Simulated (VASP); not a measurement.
Wanted: the native input for a VASP 6.6.1 run.

```
Task                   : single point
Functional             : PBE
Dispersion             : D3(BJ)
Potentials or basis    : VASP PAW PBE potentials, release 64 (Al)
Cutoff                 : 520 eV
k mesh                 : 18 × 18 × 6
Occupations            : gaussian, width 0.15 eV
Spin                   : no spin polarisation
Dipole correction      : no
Further INCAR settings : ALGO = Fast; EDIFF = 1e-06; NBANDS = 14
```

The structure of Al lies in POSCAR:

```
Al
1.0
    2.8522941509      0.0000000000      0.0000000000
   -1.4261470755      2.4701591937      0.0000000000
    0.0000000000      0.0000000000      8.9972766697
Al
4
Direct
    0.0000000000      0.0000000000      0.0000000000
    0.3333333333      0.6666666667      0.2500000000
    0.0000000000      0.0000000000      0.5000000000
    0.6666666667      0.3333333333      0.7500000000
```

This isn't the form of Al at room conditions, which is fcc.

The input as run:

INCAR

```
PREC     = Accurate       # precision mode
ENCUT    = 520            # plane-wave cutoff, eV
EDIFF    = 1E-6           # SCF threshold, eV
ISMEAR   = 0              # smearing method
SIGMA    = 0.15           # smearing width, eV
LREAL    = False          # projectors in reciprocal space
LASPH    = True           # aspherical terms in the spheres
NELM     = 60             # most SCF steps
ALGO     = Fast           # electronic algorithm
ISIF     = 2              # what is computed and relaxed
LWAVE    = False          # write WAVECAR
LCHARG   = False          # write CHGCAR
GGA      = PE             # functional
IVDW     = 12             # dispersion correction
NBANDS   = 14             # bands
```

KPOINTS

```
Automatic mesh
0
Gamma
  18 18 6
```

Potentials or basis: VASP PAW PBE potentials, release 64 (Al).

The run is started by

```bash
$ cat potpaw_PBE.64/Al/POTCAR > POTCAR
$ mpirun -np 1 vasp_std > vasp.out
```

It gave:

```json
{"Pressure": "0.1 GPa", "Band gap on the k mesh": "zero (bands 6 and 7 overlap by 6.14 eV)", "Dispersion energy per atom": "-0.351 eV"}
```

Run time: 50 s on 1 thread of Intel(R) Xeon(R) 6975P-C (Granite Rapids), with other jobs on the host, peak memory 0.25 GiB.
